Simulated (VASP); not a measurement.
# CdB15N15 (a cell with a defect) in VASP: a series of runs, part 3 of 3

VASP 6.6.1.

## Step 4: Single point, PBE

INCAR reads:

```
  PREC = Accurate
  ENCUT = 520
  EDIFF = 1E-6
  ISMEAR = 0
  SIGMA = 0.01
  LREAL = Auto
  LASPH = T
  NELM = 120
  ALGO = Normal
  ISIF = 2
  LWAVE = F
  LCHARG = F
  GGA = PE
  NBANDS = 87
  GGA_COMPAT = F
```

KPOINTS reads:

```
Automatic mesh
0
Gamma
  1 1 1
  0.25 0.25 0.25
```

POSCAR reads:

```
CdB15N15
1.0
   -3.6241103800      3.6241103800     -3.6241103800
    3.6241103800      3.6241103800      3.6241103800
    3.6241103800     -3.6241103800     -3.6241103800
B Cd N
15 1 15
Direct
   -0.0004032903     -0.0006441821     -0.0242973609
    0.0068290873      0.2552020712      0.7600240804
    0.0068277573      0.5079943121      0.5072316824
   -0.0004032781      0.7236804754      0.2513885359
    0.2554432945      0.0065870215      0.7600219330
    0.2554417225      0.5079870298      0.2586170338
    0.2503348236      0.7506836158      0.0027150947
    0.5082344054      0.0065863613      0.5072307508
    0.5082323309      0.2551964338      0.2586182598
    0.4992251657      0.4989805390      0.0040499221
    0.4992256361      0.7520205994      0.7510134738
    0.7239314881     -0.0006416519      0.2513920443
    0.7509238802      0.2500892666      0.0027129772
    0.7522667951      0.4989839867      0.7510167369
    0.7509233707      0.7506795650      0.5021197864
    0.1345480233      0.1342929516      0.3863155228
   -0.0005533035      0.2531441464      0.0047730687
    0.0075148323      0.5047673493      0.7567980582
   -0.0005532513      0.7527439313      0.5051749777
    0.2533882819     -0.0007949251      0.0047749396
    0.2523983661      0.2521575329      0.7823174006
    0.2523986250      0.5302913123      0.5041902144
    0.2533867916      0.7527424024      0.2512358428
    0.5050083357      0.0072670426      0.7567965491
    0.5305429467      0.2521596480      0.5041926789
    0.5050072209      0.5047629271      0.2592969065
    0.5022173809      0.7516648440      0.0036966953
    0.7529844979     -0.0007978342      0.5051722707
    0.7529869832      0.2531406417      0.2512346713
    0.7519061003      0.5019694269      0.0036941306
    0.7519026014      0.7516598911      0.7539982886
```

Potentials or basis: VASP PAW PBE potentials, release 64 (B, Cd, N).

Started as:

```bash
$ cat potpaw_PBE.64/B/POTCAR potpaw_PBE.64/Cd/POTCAR potpaw_PBE.64/N/POTCAR > POTCAR
$ mpirun -np 1 vasp_std > vasp.out
```

OUTCAR:

```text
PREC = Accurate
   ENCUT = 520
   EDIFF = 1E-6
   ISMEAR = 0
   LREAL = Auto
   LASPH = T
   NELM = 120
   ISIF = 2
   GGA = PE

 ion  position               nearest neighbor table
   1  1.000  0.999  0.976-  31 1.51  17 1.54  20 1.54  16 2.17
   2  0.007  0.255  0.760-  21 1.51  17 1.56  18 1.57  28 1.60  16 2.68
   3  0.007  0.508  0.507-  22 1.51  19 1.56  18 1.57  29 1.60  16 2.68
   4  1.000  0.724  0.251-  30 1.51  19 1.54  23 1.54  16 2.17
   5  0.255  0.007  0.760-  21 1.51  20 1.56  24 1.57  19 1.60  16 2.68
   6  0.255  0.508  0.259-  22 1.51  23 1.56  26 1.57  17 1.60  16 2.68
   7  0.250  0.751  0.003-  18 1.54  20 1.55  23 1.55  27 1.58
   8  0.508  0.007  0.507-  25 1.51  28 1.56  24 1.57  23 1.60  16 2.68
   9  0.508  0.255  0.259-  25 1.51  29 1.56  26 1.57  20 1.60  16 2.68
  10  0.499  0.499  0.004-  21 1.50  26 1.58  30 1.58  27 1.58
  11  0.499  0.752  0.751-  22 1.50  24 1.58  31 1.58  27 1.58
  12  0.724  0.999  0.251-  27 1.51  28 1.54  29 1.54  16 2.17
  13  0.751  0.250  0.003-  24 1.54  29 1.55  17 1.55  30 1.58
  14  0.752  0.499  0.751-  25 1.50  18 1.58  30 1.58  31 1.58
  15  0.751  0.751  0.502-  26 1.54  19 1.55  28 1.55  31 1.58
  16  0.135  0.134  0.386-  25 2.11  22 2.11  21 2.11   1 2.17   4 2.17  12 2.17   9 2.68   6 2.68
                             8 2.68   5 2.68   3 2.68   2 2.68  20 2.70  23 2.70  17 2.70  19 2.70
  17  0.999  0.253  0.005-   1 1.54  13 1.55   2 1.56   6 1.60  16 2.70
  18  0.008  0.505  0.757-   7 1.54   2 1.57   3 1.57  14 1.58
  19  0.999  0.753  0.505-   4 1.54  15 1.55   3 1.56   5 1.60  16 2.70
  20  0.253  0.999  0.005-   1 1.54   7 1.55   5 1.56   9 1.60  16 2.70
  21  0.252  0.252  0.782-  10 1.50   2 1.51   5 1.51  16 2.11
  22  0.252  0.530  0.504-  11 1.50   3 1.51   6 1.51  16 2.11
  23  0.253  0.753  0.251-   4 1.54   7 1.55   6 1.56   8 1.60  16 2.70
  24  0.505  0.007  0.757-  13 1.54   5 1.57   8 1.57  11 1.58
  25  0.531  0.252  0.504-  14 1.50   8 1.51   9 1.51  16 2.11
  26  0.505  0.505  0.259-  15 1.54   6 1.57   9 1.57  10 1.58
  27  0.502  0.752  0.004-  12 1.51   7 1.58  11 1.58  10 1.58
  28  0.753  0.999  0.505-  12 1.54  15 1.55   8 1.56   2 1.60  16 2.70
  29  0.753  0.253  0.251-  12 1.54  13 1.55   9 1.56   3 1.60  16 2.70
  30  0.752  0.502  0.004-   4 1.51  13 1.58  14 1.58  10 1.58
  31  0.752  0.752  0.754-   1 1.51  15 1.58  11 1.58  14 1.58

  LATTYP: Found a body centered cubic cell.
 ALAT       =     7.2482207600

[... 197 lines left out ...]
 non-spin polarized calculation
 Gauss-broadening in eV      SIGMA  =   0.01
  energy-cutoff  :      520.00
  volume of cell :      190.40
 maximum number of plane-waves:      5072
 NGX is ok and might be reduce to    48
   NGX = 23   NGY = 23   NGZ = 23

 number of electron     132.0000003 magnetization

 Free energy of the ion-electron system (eV)
  ---------------------------------------------------
  ext. energy  EPLUGINS =         0.00000000
  ---------------------------------------------------
  free energy    TOTEN  =      -254.12379987 eV

  energy without entropy =     -254.12379987  energy(sigma->0) =     -254.12379987

 E-fermi :   7.5156     XC(G=0): -12.8876

 val. band max:        7.4562706567   @ k =   0.2500   0.2500   0.2500
 cond. band min:      11.5719318720   @ k =   0.2500   0.2500   0.2500
 fundamental gap:      4.1156612153
 Fermi energy:         7.5156488827

 k-point     1 :       0.2500    0.2500    0.2500
  band No.  band energies     occupation
      1     -11.7247      2.00000
      2     -11.7247      2.00000
      3     -11.5405      2.00000
      4     -10.8254      2.00000
      5      -8.7098      2.00000
      6      -8.7097      2.00000
[... 70 lines left out ...]
     77      15.3183      0.00000
     78      15.7432      0.00000
 [bands above 78 left out]

------------------------ aborting loop because EDIFF is reached ----------------------------------------

  FORCE on cell =-STRESS in cart. coord.  units (eV):
  Direction    XX          YY          ZZ          XY          YZ          ZX
  --------------------------------------------------------------------------------------
  -------------------------------------------------------------------------------------
  Total       21.2297539     21.2329846     21.2294555     -5.7775978      5.7775574      5.7858392
  in kB      178.6451794    178.6723649    178.6426681    -48.6176146     48.6172751     48.6869647
  external PRESSURE =     178.6534041 kB  Pullay stress =       0.0000000 kB

 VOLUME and BASIS-vectors are now :
 -----------------------------------------------------------------------------
  energy-cutoff  :      520.00
  volume of cell :      190.40
      direct lattice vectors                 reciprocal lattice vectors
    -3.624110380  3.624110380 -3.624110380     0.000000000  0.137964893 -0.137964893
     3.624110380  3.624110380  3.624110380     0.137964893  0.137964893  0.000000000
     3.624110380 -3.624110380 -3.624110380     0.137964893  0.000000000 -0.137964893

 POSITION                                       TOTAL-FORCE (eV/Angst)
 -----------------------------------------------------------------------------------
      3.53518      3.70837     -3.53693        -0.037231      0.018299      0.036889
      3.65454     -1.80478     -1.85428        -0.007309      0.010806      0.008368
      3.65455      0.02751     -0.02198        -0.006901     -0.008065     -0.009767
     -0.08889      5.33429     -1.91101        -0.036492     -0.036552     -0.018960
      1.85252     -1.80478     -3.65629        -0.007921      0.010703      0.006763
      1.85251      1.82949     -0.02200        -0.006707     -0.006375     -0.009811
[... 23 lines left out ...]
     -0.89241      4.53080     -0.91919         0.010056      0.009864      0.004031
      2.73169      2.71650     -2.73345         0.010031     -0.003500     -0.010392
 -----------------------------------------------------------------------------------
    total drift:                               -0.004741      0.000651      0.005738

  FREE ENERGIE OF THE ION-ELECTRON SYSTEM (eV)
  ---------------------------------------------------
  free  energy   TOTEN  =      -254.1237998678 eV

  energy  without entropy=     -254.1237998678  energy(sigma->0) =     -254.12379987
```

OSZICAR:

```text
N       E                     dE             d eps       ncg     rms          rms(c)
DAV:   1     0.708895797534E+03    0.70890E+03   -0.70840E+04   174   0.151E+03
DAV:   2    -0.216814715027E+03   -0.92571E+03   -0.88783E+03   205   0.364E+02
DAV:   3    -0.271547739237E+03   -0.54733E+02   -0.54323E+02   212   0.921E+01
DAV:   4    -0.272360644459E+03   -0.81291E+00   -0.81096E+00   212   0.114E+01
DAV:   5    -0.272374224057E+03   -0.13580E-01   -0.13554E-01   204   0.136E+00    0.292E+01
DAV:   6    -0.255186232262E+03    0.17188E+02   -0.50339E+01   244   0.395E+01    0.173E+01
DAV:   7    -0.254389732177E+03    0.79650E+00   -0.80432E+00   204   0.109E+01    0.101E+01
DAV:   8    -0.254128420392E+03    0.26131E+00   -0.75720E-01   220   0.383E+00    0.319E+00
DAV:   9    -0.254127651625E+03    0.76877E-03   -0.17620E-01   212   0.194E+00    0.698E-01
DAV:  10    -0.254123102789E+03    0.45488E-02   -0.39559E-02   204   0.660E-01    0.347E-01
DAV:  11    -0.254123580726E+03   -0.47794E-03   -0.46105E-03   204   0.273E-01    0.128E-01
DAV:  12    -0.254123764106E+03   -0.18338E-03   -0.66742E-04   204   0.110E-01    0.320E-02
DAV:  13    -0.254123793616E+03   -0.29510E-04   -0.41872E-05   212   0.274E-02    0.199E-02
DAV:  14    -0.254123799319E+03   -0.57029E-05   -0.95256E-06   196   0.121E-02    0.637E-03
DAV:  15    -0.254123799868E+03   -0.54868E-06   -0.12544E-06   132   0.537E-03
   1 F= -.25412380E+03 E0= -.25412380E+03  d E =-.538711E-17
```

stdout:

```text
POSCAR found type information on POSCAR B CdN
 POSCAR found :  3 types and      31 ions
 scaLAPACK will be used
 LDA part: xc-table for (Slater+PW92), standard interpolation
 POSCAR, INCAR and KPOINTS ok, starting setup
 FFT: planning ... GRIDC
 FFT: planning ... GRID_SOFT
 FFT: planning ... GRID
 WAVECAR not read
 entering main loop
```

It took 1.9 min on 1 thread of Intel Xeon 8259CL, shared host; peak memory 0.32 GiB.

What came out:

- Free energy: -254.1238 eV
- Pressure: 17.9 GPa
- Largest force: 0.142 eV/Å
- Band gap on the k mesh: 4.12 eV

Forces in eV/Å, atoms in the order of the input:
```
B   -0.037  0.018  0.037
B   -0.007  0.011  0.008
B   -0.007 -0.008 -0.010
B   -0.036 -0.037 -0.019
B   -0.008  0.011  0.007
B   -0.007 -0.006 -0.010
B    0.000  0.000 -0.001
B    0.009 -0.008  0.006
B    0.010 -0.006  0.007
B   -0.008 -0.003  0.008
B   -0.008 -0.007  0.005
B    0.018 -0.037  0.037
B    0.000  0.000 -0.001
B   -0.005 -0.007  0.007
B    0.000  0.001  0.001
Cd  -0.051 -0.054  0.052
N    0.007 -0.001  0.010
N    0.010 -0.004  0.005
N    0.007 -0.011  0.000
N   -0.010  0.000 -0.007
N    0.091 -0.058 -0.092
N    0.091  0.091  0.058
N   -0.010  0.007  0.000
N   -0.004 -0.004 -0.009
N   -0.058  0.091 -0.091
N   -0.004  0.009  0.004
N   -0.004  0.010 -0.010
N    0.000 -0.011 -0.008
N    0.000  0.008  0.010
N    0.010  0.010  0.004
N    0.010 -0.004 -0.010
```

Stress tensor (GPa, compression positive):
```
17.86 -4.86  4.87
-4.86 17.87  4.86
 4.87  4.86 17.86
```

Caveat: the k points lie up to 1.23 Å⁻¹ apart.

## Step 5: Single point, PBE

INCAR reads:

```
SYSTEM = CdB15N15
PREC     = Accurate       ! precision mode
ENCUT    = 520            ! plane-wave cutoff, eV
EDIFF    = 1E-6           ! SCF threshold, eV
ISMEAR   = -1             ! smearing method
SIGMA    = 0.01           ! smearing width, eV
LREAL    = Auto         
LASPH    = .TRUE.         ! aspherical terms in the spheres
NELM     = 120            ! most SCF steps
ALGO     = Normal         ! electronic algorithm
ISIF     = 2              ! what is computed and relaxed
LWAVE    = .FALSE.        ! write WAVECAR
LCHARG   = .FALSE.        ! write CHGCAR
GGA      = PE             ! functional
NELECT   = 130.0        
NBANDS   = 87             ! bands
GGA_COMPAT= .FALSE.
```

KPOINTS is that of step 4.

POSCAR reads:

```
CdB15N15
1.0
   -3.6241103800      3.6241103800     -3.6241103800
    3.6241103800      3.6241103800      3.6241103800
    3.6241103800     -3.6241103800     -3.6241103800
B Cd N
15 1 15
Direct
   -0.0024069633     -0.0015671270     -0.0293085998
    0.0012632484      0.2548035170      0.7548172512
    0.0011028264      0.5048663826      0.5045355042
   -0.0024340141      0.7209138025      0.2481162157
    0.2543332425      0.0018421013      0.7549654257
    0.2542522457      0.5053450917      0.2516076086
    0.2503501825      0.7506951170      0.0003697097
    0.5047117385      0.0020448867      0.5048690121
    0.5045221678      0.2551236672      0.2516422202
    0.5036539174      0.5043186987      0.0040998185
    0.5037475099      0.7543327517      0.7540340743
    0.7205936151     -0.0017292084      0.2480441633
    0.7498571369      0.2509108633      0.0003931362
    0.7538121046      0.5045148731      0.7543602812
    0.7498883174      0.7506067698      0.5006727363
    0.1376002857      0.1379571546      0.3877000003
    0.0001251323      0.2533949143      0.0041760962
    0.0062963971      0.5037728055      0.7535414664
    0.0002470420      0.7542787452      0.5031353324
    0.2527765939      0.0008883462      0.0041764056
    0.2543531679      0.2548652673      0.7865047411
    0.2544117778      0.5368011090      0.5045030169
    0.2526636968      0.7546678707      0.2504908700
    0.5031908473      0.0067594096      0.7536493462
    0.5366340515      0.2552826078      0.5050897846
    0.5031256356      0.5039561175      0.2565054176
    0.5020710079      0.7520327252      0.0017526760
    0.7538722251      0.0008680685      0.5031722284
    0.7536757082      0.2534607433      0.2507262834
    0.7514647601      0.5027122275      0.0019190627
    0.7515071669      0.7521560224      0.7525193483
```

Started as:

```bash
$ cat potpaw_PBE.64/B/POTCAR potpaw_PBE.64/Cd/POTCAR potpaw_PBE.64/N/POTCAR > POTCAR
$ mpirun -np 1 vasp_std > vasp.out
```

It took 2.7 min on 1 thread of Intel Xeon 8259CL, shared host; peak memory 0.32 GiB.

The run converged. Its results:

| Quantity | Value |
| --- | --- |
| Free energy | -268.6906 eV |
| Largest force | 0.120 eV/Å |

Forces in eV/Å, atoms in the order of the input:
```
B   -0.021  0.005  0.011
B    0.028  0.002  0.006
B    0.028  0.005 -0.005
B   -0.017 -0.011 -0.007
B   -0.016 -0.008 -0.005
B   -0.011  0.009  0.004
B   -0.016 -0.001  0.000
B   -0.004 -0.010 -0.003
B    0.000  0.004  0.002
B    0.005  0.002  0.009
B    0.006 -0.006  0.006
B    0.003 -0.020  0.023
B   -0.003  0.008  0.005
B   -0.005  0.009 -0.004
B   -0.004 -0.003 -0.010
Cd  -0.058 -0.067  0.068
N   -0.009  0.012  0.007
N    0.005 -0.008  0.006
N   -0.002 -0.010 -0.008
N    0.002  0.013  0.013
N    0.087 -0.026 -0.078
N    0.091  0.070  0.024
N   -0.005 -0.012 -0.028
N   -0.013  0.000  0.005
N   -0.042  0.074 -0.069
N   -0.013 -0.005  0.000
N    0.005  0.001 -0.004
N    0.000 -0.016  0.009
N   -0.011 -0.006  0.014
N   -0.004 -0.003  0.006
N   -0.008 -0.001  0.003
```

Levels at points of the mesh, in eV from the Fermi level:
| k point | band 61 | band 62 | band 63 | band 64 | band 65 | band 66 | band 67 | band 68 | band 69 | band 70 |
| --- | --- | --- | --- | --- | --- | --- | --- | --- | --- | --- |
| (0.25, 0.25, 0.25) | -1.31 | -1.31 | -1.23 | -0.30 | 0.00 | 0.00 | 4.57 | 4.57 | 7.16 | 7.53 |

Caveat: the k points lie up to 1.23 Å⁻¹ apart; the cell carries a net charge on a neutralising background, which shifts energy and pressure; the cell is charged against a uniform background, so pressure and absolute levels hang on convention.
